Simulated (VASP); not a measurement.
# SiC (P6_3mc) in VASP: a series of runs, part 2 of 2

VASP 6.6.1. The steps go on from the part before.

## 4. Single point, LDA (c/a of the conventional cell at fixed volume 1.5538)

INCAR

```
PREC = Accurate
ENCUT = 520
EDIFF = 1E-6
ISMEAR = 0
SIGMA = 0.05
LREAL = False
LASPH = True
NELM = 60
ALGO = Normal
ISIF = 2
LWAVE = False
LCHARG = False
NBANDS = 16
```

KPOINTS

```
regular mesh
0
Gamma
  12 12 6
```

POSCAR

```
SiC
1.0
    3.1125233865      0.0000000000      0.0000000000
   -1.5562616933      2.6955243226      0.0000000000
    0.0000000000      0.0000000000      4.8362388379
Si C
2 2
Direct
    0.3333333333      0.6666666667      0.0046041256
    0.6666666667      0.3333333333      0.5046041256
    0.3333333333      0.6666666667      0.3654442382
    0.6666666667      0.3333333333      0.8654442382
```

Potentials or basis: VASP PAW LDA potentials, release 64 (Si, C).

Launch:

```console
$ cat potpaw_LDA.64/Si/POTCAR potpaw_LDA.64/C/POTCAR > POTCAR
$ mpirun -np 1 vasp_std > vasp.out
```

OUTCAR:

```text
PREC = Accurate
   ENCUT = 520
   EDIFF = 1E-6
   ISMEAR = 0
   LREAL = False
   LASPH = True
   NELM = 60
   ISIF = 2

 ion  position               nearest neighbor table
   1  0.333  0.667  0.005-   3 1.75   4 1.92   4 1.92   4 1.92   2 3.01   2 3.01   2 3.01   2 3.01
                             2 3.01   2 3.01
   2  0.667  0.333  0.505-   4 1.75   3 1.92   3 1.92   3 1.92   1 3.01   1 3.01   1 3.01   1 3.01
                             1 3.01   1 3.01
   3  0.333  0.667  0.365-   1 1.75   2 1.92   2 1.92   2 1.92
   4  0.667  0.333  0.865-   2 1.75   1 1.92   1 1.92   1 1.92

  LATTYP: Found a hexagonal cell.
 ALAT       =     3.1125233865
 C/A-ratio  =     1.5538000000

  Lattice vectors:

 A1 = (   3.1125233865,   0.0000000000,   0.0000000000)
 A2 = (  -1.5562616933,   2.6955243226,   0.0000000000)
 A3 = (   0.0000000000,   0.0000000000,   4.8362388379)

Analysis of symmetry for initial positions (statically):
=====================================================================
 Subroutine PRICEL returns:
 Original cell was already a primitive cell.

 Routine SETGRP: Setting up the symmetry group for a
 hexagonal supercell.

 Subroutine GETGRP returns: Found 12 space group operations
 (whereof  6 operations were pure point group operations)
 out of a pool of 24 trial point group operations.

The static configuration has the point symmetry C_3v.
 The point group associated with its full space group is C_6v.

Analysis of symmetry for dynamics (positions and initial velocities):
=====================================================================
 Subroutine PRICEL returns:
 Original cell was already a primitive cell.

 Routine SETGRP: Setting up the symmetry group for a
 hexagonal supercell.

 Subroutine GETGRP returns: Found 12 space group operations
 (whereof  6 operations were pure point group operations)
 out of a pool of 24 trial point group operations.

The dynamic configuration has the point symmetry C_3v.
 The point group associated with its full space group is C_6v.

 Subroutine INISYM returns: Found 12 space group operations
 (whereof  6 operations are pure point group operations),
[... 119 lines left out ...]
     AMIX     =   0.40;   BMIX     =  1.00
     AMIX_MAG =   1.60;   BMIX_MAG =  1.00
  volume/ion in A,a.u.               =      10.14        68.45
  Fermi-wavevector in a.u.,A,eV,Ry     =   1.200495  2.268606 19.608550  1.441188
  Thomas-Fermi vector in A             =   2.336329
   LORBIT       =      0    0 simple, 1 ext, 2 COOP (PROOUT), +10 PAW based schemes
   GGA     = CA    functional components
   LHFCALC =     F    Hartree Fock is set to
   AEXX    =    0.0000 exact exchange contribution
   IVDW    =     0    specifies the selected vdW correction
   LEPSILON=     F    determine dielectric tensor
   LRPA    =     F    only Hartree local field effects (RPA)
 non-spin polarized calculation
 Gauss-broadening in eV      SIGMA  =   0.05
  energy-cutoff  :      520.00
  volume of cell :       40.58
 maximum number of plane-waves:      1110
 NGX is ok and might be reduce to    24
   NGX = 11   NGY = 11   NGZ = 17

 number of electron      16.0000000 magnetization

 Free energy of the ion-electron system (eV)
  ---------------------------------------------------
  ext. energy  EPLUGINS =         0.00000000
  ---------------------------------------------------
  free energy    TOTEN  =       -32.88624251 eV

  energy without entropy =      -32.88624251  energy(sigma->0) =      -32.88624251

 E-fermi :   8.7436     XC(G=0): -11.6241

 val. band max:        8.5121946660   @ k =   0.0000   0.0000   0.0000
 cond. band min:      10.3963929429   @ k =   0.3333   0.3333   0.0000
 fundamental gap:      1.8841982769
 Fermi energy:         8.7436220403

 k-point     1 :       0.0000    0.0000    0.0000
  band No.  band energies     occupation
      1      -7.2238      2.00000
      2      -3.0014      2.00000
      3      -0.5087      2.00000
      4       6.8505      2.00000
      5       6.8505      2.00000
      6       8.0412      2.00000
[... 433 lines left out ...]
      3       0.8987      2.00000
      4       2.7486      2.00000
      5       3.8036      2.00000
      6       5.3379      2.00000
[... 8 lines left out ...]
     15      20.1292      0.00000
     16      20.3248      0.00000

 [... further k-points ...]
[... 5 lines left out ...]
  --------------------------------------------------------------------------------------
  -------------------------------------------------------------------------------------
  Total       -3.1397931     -3.1397931      9.2696412      0.0000000      0.0000000      0.0000000
  in kB     -123.9789606   -123.9789606    366.0242746      0.0000000      0.0000000      0.0000000
  external PRESSURE =      39.3554512 kB  Pullay stress =       0.0000000 kB

 VOLUME and BASIS-vectors are now :
 -----------------------------------------------------------------------------
  energy-cutoff  :      520.00
  volume of cell :       40.58
      direct lattice vectors                 reciprocal lattice vectors
     3.112523386  0.000000000  0.000000000     0.321282727  0.185492669  0.000000000
    -1.556261693  2.695524323  0.000000000     0.000000000  0.370985337  0.000000000
     0.000000000  0.000000000  4.836238838     0.000000000  0.000000000  0.206772253

 POSITION                                       TOTAL-FORCE (eV/Angst)
 -----------------------------------------------------------------------------------
     -0.00000      1.79702      0.02227        -0.000000     -0.000000     -2.672935
      1.55626      0.89851      2.44039        -0.000000      0.000000     -2.672935
     -0.00000      1.79702      1.76738        -0.000000      0.000000      2.672935
      1.55626      0.89851      4.18550         0.000000     -0.000000      2.672935
 -----------------------------------------------------------------------------------
    total drift:                               -0.000000      0.000000      0.000073

  FREE ENERGIE OF THE ION-ELECTRON SYSTEM (eV)
  ---------------------------------------------------
  free  energy   TOTEN  =       -32.8862425133 eV

  energy  without entropy=      -32.8862425133  energy(sigma->0) =      -32.88624251
```

OSZICAR:

```text
N       E                     dE             d eps       ncg     rms          rms(c)
DAV:   1     0.220697699974E+02    0.22070E+02   -0.71667E+03  2432   0.899E+02
DAV:   2    -0.348311652262E+02   -0.56901E+02   -0.51625E+02  3520   0.158E+02
DAV:   3    -0.372833582006E+02   -0.24522E+01   -0.24415E+01  3216   0.302E+01
DAV:   4    -0.373019217255E+02   -0.18564E-01   -0.18561E-01  2952   0.329E+00
DAV:   5    -0.373021126705E+02   -0.19095E-03   -0.19094E-03  3176   0.310E-01    0.135E+01
DAV:   6    -0.330586179361E+02    0.42435E+01   -0.74246E+00  3056   0.169E+01    0.618E+00
DAV:   7    -0.329337560312E+02    0.12486E+00   -0.12859E+00  3432   0.669E+00    0.254E+00
DAV:   8    -0.328920449691E+02    0.41711E-01   -0.69821E-02  2776   0.160E+00    0.731E-01
DAV:   9    -0.328861858371E+02    0.58591E-02   -0.88844E-03  3128   0.649E-01    0.128E-01
DAV:  10    -0.328862367252E+02   -0.50888E-04   -0.68729E-04  2784   0.170E-01    0.650E-02
DAV:  11    -0.328862439348E+02   -0.72096E-05   -0.24998E-05  3336   0.351E-02    0.227E-02
DAV:  12    -0.328862429287E+02    0.10061E-05   -0.49365E-06  2984   0.151E-02    0.108E-02
DAV:  13    -0.328862425133E+02    0.41540E-06   -0.18020E-06  2568   0.858E-03
   1 F= -.32886243E+02 E0= -.32886243E+02  d E =-.325187E-13
```

stdout:

```text
POSCAR found type information on POSCAR SiC
 POSCAR found :  2 types and       4 ions
 scaLAPACK will be used
 LDA part: xc-table for (Slater(with rela. corr.)+CA(PZ))
 , standard interpolation
 POSCAR, INCAR and KPOINTS ok, starting setup
 FFT: planning ... GRIDC
 FFT: planning ... GRID_SOFT
 FFT: planning ... GRID
 WAVECAR not read
 entering main loop
```

Wall time 16 s (1 thread of Intel Xeon 6975P-C (Granite Rapids), shared host); peak memory 0.16 GiB.

What came out:

```
Free energy            : -32.8862 eV
Pressure               : 3.9 GPa
Largest force          : 2.673 eV/Å
Band gap on the k mesh : 1.88 eV, indirect (least direct gap 3.26 eV)
```

Forces in eV/Å, atoms in the order of the input:
```
Si   0.000  0.000 -2.673
Si   0.000  0.000 -2.673
C    0.000  0.000  2.673
C    0.000  0.000  2.673
```

Caveat: forces of over 1 eV/Å act on the atoms, so gaps and moduli don't describe the material at rest.

## 5. Summary

```csv
cell,gap on the mesh (eV),pressure (GPa),largest force (eV/Å)
"a = 3.142, b = 3.142, c = 4.745 Å, angles 90.0, 90.0, 120.0°, 4 atoms",0.52,-1.5,1.95
"a = 3.056, b = 3.056, c = 5.016 Å, angles 90.0, 90.0, 120.0°, 4 atoms",0.62,8.6,6.59
"a = 3.113, b = 3.113, c = 4.836 Å, angles 90.0, 90.0, 120.0°, 4 atoms",1.88,3.9,2.67
```

Alike in all rows: task single point; level LDA; potentials or basis VASP PAW LDA potentials, release 64 (Si, C); no spin polarisation; k mesh 12 × 12 × 6; cutoff (eV) 520; smearing gaussian 0.05 eV.

Caveats: forces of over 1 eV/Å act on the atoms, so gaps and moduli don't describe the material at rest.

Absolute energies hang on the potentials; compare differences alone.
